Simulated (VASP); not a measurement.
**Y2Ge3: single point with PBE**

The system is Y2Ge3.

```
Y Ge
1.0
     4.38846    0.00000    0.00000
    -2.19423    3.80052    0.00000
     0.00000    0.00000    7.11719
Y Ge
2 3
Direct
  0.00000 0.00000 0.73140
  0.00000 0.00000 0.26860
  0.33333 0.66667 0.00000
  0.66667 0.33333 0.50000
  0.66667 0.33333 0.00000
```

```yaml
Program: VASP 6.6.1
Task: single point
Functional: PBE
Potentials_or_basis: VASP PAW PBE potentials, release 64 (Y_sv, Ge_d)
Cutoff: 520 eV
k_mesh: 6 × 6 × 3
Occupations: gaussian, width 0.05 eV
Spin: no spin polarisation
```

```
Pressure               : 0.0 GPa
Largest force          : 0.009 eV/Å
Band gap on the k mesh : zero (bands 32 and 33 overlap by 1.00 eV)
```

Forces on the atoms (eV/Å):
```
Y    0.000  0.000 -0.009
Y    0.000  0.000  0.009
Ge   0.000  0.000  0.000
Ge   0.000  0.000  0.000
Ge   0.000  0.000  0.000
```

Levels at points of the mesh, in eV from the Fermi level:
```tsv
k point	band 29	band 30	band 31	band 32	band 33	band 34	band 35	band 36
(0.00, 0.00, 0.00)	-2.75	-0.60	-0.60	-0.14	0.69	0.69	1.02	1.49
(0.50, 0.00, 0.00)	-2.42	-1.89	-1.60	-0.51	1.27	1.70	2.72	3.04
```

It took 64 s on 1 thread of Intel(R) Xeon(R) Platinum 8488C (Sapphire Rapids), on a shared host, peak memory 0.28 GiB.
